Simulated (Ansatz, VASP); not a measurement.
One calculation of TaZn2B3, two programs

```
Ta Zn B
1.0
     4.66679    0.00000    0.00000
    -2.33339    4.04156    0.00000
     0.00000    0.00000    3.45150
Ta Zn B
1 2 3
Cartesian
  0.0000 0.0000 0.0000
  2.3334 1.3472 0.0000
  0.0000 2.6944 0.0000
  -1.1667 2.0208 1.7258
  1.1667 2.0208 1.7258
  2.3334 0.0000 1.7258
```

Change from the starting cell: species swapped into the LaCo3Ni2 type (P6/mmm, No. 191).

Alike in both runs: functional PBE; k mesh 6 × 6 × 6; occupations gaussian, width 0.1 eV; no spin polarisation.

Ansatz relaxed the structure, and its values are those at the end. VASP's run is a single point on that final structure, the one shown.

```csv
,VASP,Ansatz
version,VASP 6.6.1,Ansatz 0.2.0
potentials or method,"VASP PAW PBE potentials, release 64 (Ta_pv, Zn, B), cutoff 520 eV","scalar-relativistic, plane waves, PAW"
valence electrons in the cell,44,46
```

VASP gave:

* gap on the k mesh at the Fermi level (eV): none
* pressure (GPa): 0.2

What did Ansatz give for the same quantities?

gap on the k mesh at the Fermi level (eV): none; pressure (GPa): -0.2.

A gap of «none» marks a metal or a gap that the smearing closes. VASP's potentials hold 44 valence electrons a cell and Ansatz's 46, so a difference there can come from the potentials and not from the codes.

Spin-orbit coupling is off throughout.
